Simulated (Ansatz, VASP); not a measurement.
Ga in VASP and in Ansatz

Contents of INCAR:

```
SYSTEM = Ga
PREC = Accurate
ENCUT = 520
EDIFF = 1E-7
ISMEAR = -1
SIGMA = 0.1
LREAL = .FALSE.
LASPH = .TRUE.
NELM = 100
ALGO = Normal
ISIF = 2
LWAVE = .FALSE.
LCHARG = .FALSE.
GGA = RP
NBANDS = 12
```

The input KPOINTS:

```
regular mesh
0
G
  15 15 15
  0 0 0
```

The input POSCAR:

```
Ga
1.0
   -1.6845062657      1.6845062657      1.6845062657
    1.6845062657     -1.6845062657      1.6845062657
    1.6845062657      1.6845062657     -1.6845062657
Ga
1
Direct
    0.0000000000      0.0000000000      0.0000000000
```

Input for Ansatz:

```yaml
crystal:
  lattice:
    - [-1.6845062657, 1.6845062657, 1.6845062657]
    - [1.6845062657, -1.6845062657, 1.6845062657]
    - [1.6845062657, 1.6845062657, -1.6845062657]
  atoms:
    - { symbol: Ga, position: [0.0, 0.0, 0.0] }
hamiltonian:
  xc: rpbe
  pseudopotentials:
    kind: paw
    azcp:
      Ga: "pseudopotentials/Ga.paw.azcp"
basis:
  ecutwfc: 420
  fft_grid_basis: typed
kpoints:
  mp_grid: { grid: [15, 15, 15], shift: [0, 0, 0] }
magnetization:
  spin_polarized: false
scf:
  occupations: { method: fermi_dirac, width: 0.1 }
  lower_state_search: "off"
output:
  stress: true
```

Alike in both runs: task single point; functional RPBE; k mesh 15 × 15 × 15; occupations fermi-dirac, width 0.1 eV; no spin polarisation.

|  | VASP | Ansatz |
| --- | --- | --- |
| version | VASP 6.6.1 | Ansatz 0.2.0 |
| potentials or method | VASP PAW PBE potentials, release 64 (Ga_d), cutoff 520 eV | plane waves (420 eV) with PAW, scalar-relativistic |
| valence electrons in the cell | 13 | 13 |

```tsv
	VASP	Ansatz	Ansatz less VASP
pressure (GPa)	2.0	1.9	-0.10
```

VASP's potentials were made for PBE, not for RPBE. The functional is the same, so the differences come from potentials, cutoffs and numerics.
